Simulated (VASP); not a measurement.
Write the native input for VASP 6.6.1 that does the following.

```yaml
Task: single point
Functional: PBE
Potentials_or_basis: VASP PAW PBE potentials, release 64 (Sr_sv, Ti_sv, O)
Cutoff: 520 eV
k_mesh: 8 × 8 × 8
Occupations: gaussian, width 0.02 eV
Spin: no spin polarisation
Hubbard_terms: Ti d U = 4.0 eV
Dipole_correction: no
Further_INCAR_settings: ALGO = Normal; EDIFF = 1e-06; NBANDS = 28
```

The structure of SrTiO3 lies in POSCAR:

```
SrTiO3
1.0
    3.7695089820      0.0000000000      0.0000000000
    0.0000000000      3.7695089820      0.0000000000
    0.0000000000      0.0000000000      4.0775692283
Sr Ti O
1 1 3
Direct
    0.0000000000      0.0000000000      0.0000000000
    0.5000000000      0.5000000000      0.5000000000
    0.5000000000      0.0000000000      0.5000000000
    0.5000000000      0.5000000000      0.0000000000
    0.0000000000      0.5000000000      0.5000000000
```

This cell differs from its parent crystal: biaxial strain in the a-b plane: -4.5 %, then relaxed in part.

The input as run:

INCAR

```
PREC = Accurate
ENCUT = 520
EDIFF = 1E-6
ISMEAR = 0
SIGMA = 0.02
LREAL = F
LASPH = T
NELM = 150
ALGO = Normal
ISIF = 2
LWAVE = F
LCHARG = F
LMAXMIX = 4
LDAU = T
LDAUTYPE = 2
LDAUL = -1 2 -1
LDAUU = 0 4 0
LDAUJ = 0 0 0
LDAUPRINT = 1
GGA = PE
NBANDS = 28
```

KPOINTS

```
regular mesh
0
Gamma
  8 8 8
```

Potentials or basis: VASP PAW PBE potentials, release 64 (Sr_sv, Ti_sv, O).

Run with:

```console
$ cat potpaw_PBE.64/Sr_sv/POTCAR potpaw_PBE.64/Ti_sv/POTCAR potpaw_PBE.64/O/POTCAR > POTCAR
$ mpirun -np 1 vasp_std > vasp.out
```

Results of the run:

| Quantity | Value |
| --- | --- |
| Pressure | 16.6 GPa |
| Band gap on the k mesh | 2.28 eV (least direct gap 2.79 eV) |

Caveat: the cell differs from its parent crystal (biaxial strain in the a-b plane: -4.5 %, then relaxed in part); the cell stands under pressure.

Wall time 2.5 min on 1 thread of Intel Xeon 8259CL (shared host), peak memory 0.25 GiB.
